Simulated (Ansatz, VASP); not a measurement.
**YSb3As4 in VASP and in Ansatz**

```xyz
8
Lattice="5.9418 0.0000 0.0000 0.0000 5.9418 0.0000 0.0000 0.0000 5.9418" Properties=species:S:1:pos:R:3 pbc="T T T"
Y     0.0000    0.0000    0.0000
Sb    2.9709    0.0000    0.0000
Sb    0.0000    2.9709    0.0000
Sb    0.0000    0.0000    2.9709
As    0.0000    2.9709    2.9709
As    2.9709    0.0000    2.9709
As    2.9709    2.9709    0.0000
As    2.9709    2.9709    2.9709
```

Alike in both runs: functional PBE; k mesh 4 × 4 × 4; occupations gaussian, width 0.1 eV; no spin polarisation.

Ansatz relaxed the structure, and its values are those at the end. VASP's run is a single point on that final structure, the one shown.

|  | VASP | Ansatz |
| --- | --- | --- |
| version | VASP 6.6.1 | Ansatz 0.2.0 |
| potentials or method | VASP PAW PBE potentials, release 64 (Y_sv, Sb, As), cutoff 520 eV | scalar-relativistic, plane waves, PAW |
| valence electrons in the cell | 46 | 116 |

```tsv
	VASP	Ansatz	Ansatz less VASP
gap on the k mesh at the Fermi level (eV)	none	none	-
pressure (GPa)	0.0	0.0	+0.03
```

A gap of «none» marks a metal or a gap that the smearing closes. With one functional, cell and mesh, what is left measures potentials, basis and numerics. VASP's potentials hold 46 valence electrons a cell and Ansatz's 116, so a difference there can come from the potentials and not from the codes.

Spin-orbit coupling is off throughout.
